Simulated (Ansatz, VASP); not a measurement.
**One calculation of C, two programs**

File POSCAR:

```
C
1.0
    2.3780356032      0.0000000000      0.0000000000
   -1.1890178016      2.1678307826      0.0000000000
    0.0000000000      0.0000000000      4.1688692921
C
4
Direct
    0.3340956365      0.6681912729      0.0005945310
    0.6659043635      0.3318087271      0.5005945310
    0.3340956365      0.6681912729      0.3744054690
    0.6659043635      0.3318087271      0.8744054690
```

Contents of INCAR.step1:

```
SYSTEM = C
PREC = Accurate ; ENCUT = 520
ISMEAR = 0 ; SIGMA = 0.01
LREAL = .FALSE. ; LASPH = .TRUE.
NELM = 100 ; NBANDS = 16
GGA = PE ; ALGO = Normal
EDIFF = 1E-4 ; LWAVE = .TRUE.
LCHARG = .FALSE.
```

The input INCAR.step2:

```
SYSTEM = C
PREC = Accurate ; ENCUT = 520
EDIFF = 1E-7 ; ISMEAR = 0
SIGMA = 0.01 ; LREAL = .FALSE.
LASPH = .TRUE. ; NELM = 100
ALGO = Normal ; ISIF = 2
LWAVE = .FALSE. ; LCHARG = .FALSE.
METAGGA = R2SCAN ; LMIXTAU = .TRUE.
NBANDS = 16 ; ISTART = 1
```

KPOINTS

```
regular mesh
0
G
  12 12 6
  0 0 0
```

Input for Ansatz:

```yaml
crystal:
  lattice:
    - [2.3780356032, 0.0, 0.0]
    - [-1.1890178016, 2.1678307826, 0.0]
    - [0.0, 0.0, 4.1688692921]
  atoms:
    - { symbol: C, position: [0.3340956365, 0.6681912729, 0.000594531] }
    - { symbol: C, position: [0.6659043635, 0.3318087271, 0.500594531] }
    - { symbol: C, position: [0.3340956365, 0.6681912729, 0.374405469] }
    - { symbol: C, position: [0.6659043635, 0.3318087271, 0.874405469] }
kpoints:
  mp_grid: { grid: [12, 12, 6] }
  band_path:
    path:
      - [0.0, 0.0, 0.0]
      - [0.5, 0.0, 0.0]
      - [0.3333333333, 0.3333333333, 0.0]
      - [0.0, 0.0, 0.5]
      - [0.5, 0.0, 0.5]
      - [0.3333333333, 0.3333333333, 0.5]
      - [0.341146, 0.329427, 0.0]
    npoints: 1
hamiltonian:
  xc: r2scan
scf:
  occupations: { method: fixed }
  n_extra_bands: 5
output:
  forces: true
  stress: true
  eigenvalues: true
  write_density: true
  write_potential: true
  elf: true
  volumetric_format: npy
```

Change from the starting cell: uniaxial_x strain -5.0%.

Alike in both runs: task single point; functional r2SCAN; k mesh 12 × 12 × 6; no spin polarisation.

|  | VASP | Ansatz |
| --- | --- | --- |
| version | VASP 6.6.1 | Ansatz 0.2.0 |
| potentials or method | VASP PAW PBE potentials, release 64 (C) | plane waves, PAW |
| plane-wave cutoff (eV) | 520 | 500 |
| occupations | gaussian, width 0.01 eV | fixed |
| valence electrons in the cell | 16 | 16 |

|  | VASP | Ansatz | Ansatz less VASP |
| --- | --- | --- | --- |
| gap on the k mesh at the Fermi level (eV) | 3.01 | 3.05 | +0.035 |
| pressure (GPa) | 27.6 | 26.3 | -1.34 |
| traceless stress, the component that is largest in VASP (GPa) | 46.83 | 46.63 | -0.196 |
| rms of the force components (eV/Å) | 0.016 | 0.000 | -0.0153 |

VASP's potentials were made for PBE, not for r2SCAN. Atom by atom the forces differ by 0.015 eV/Å (rms over components).
